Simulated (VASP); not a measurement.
# ZnO: single point with PBE

Crystal: ZnO.

```xyz
4
Lattice="3.2465 0.0000 0.0000 -1.6233 2.8116 0.0000 0.0000 0.0000 5.2397" Properties=species:S:1:pos:R:3 pbc="T T T"
Zn    0.0000    1.8744    4.2465
Zn    1.6233    0.9372    1.6267
O     1.6233    0.9372    3.6130
O     0.0000    1.8744    0.9932
```

```yaml
Program: VASP 6.6.1
Task: single point
Functional: PBE
Potentials_or_basis: VASP PAW PBE potentials, release 64 (Zn, O)
Cutoff: 520 eV
k_mesh: 9 × 9 × 6
Occupations: gaussian, width 0.02 eV
Spin: no spin polarisation
Dipole_correction: no
Further_INCAR_settings: ALGO = Normal; EDIFF = 1e-07; NBANDS = 26
```

```json
{
 "Pressure": "5.2 GPa",
 "Band gap on the k mesh": "0.77 eV"
}
```

Levels at points of the mesh, in eV from the valence-band top:
```tsv
k point	band 15	band 16	band 17	band 18	band 19	band 20	band 21	band 22
(0.00, 0.00, 0.00)	-0.79	-0.09	0.00	0.00	0.77	5.21	8.17	12.88
(0.00, 0.00, 0.50)	-0.39	-0.39	-0.39	-0.39	3.43	3.43	10.04	10.04
```

Run time: 42 s on 1 thread of Intel(R) Xeon(R) 6975P-C (Granite Rapids), on a shared host, peak memory 0.18 GiB.

Caveat: the cell stands under pressure.
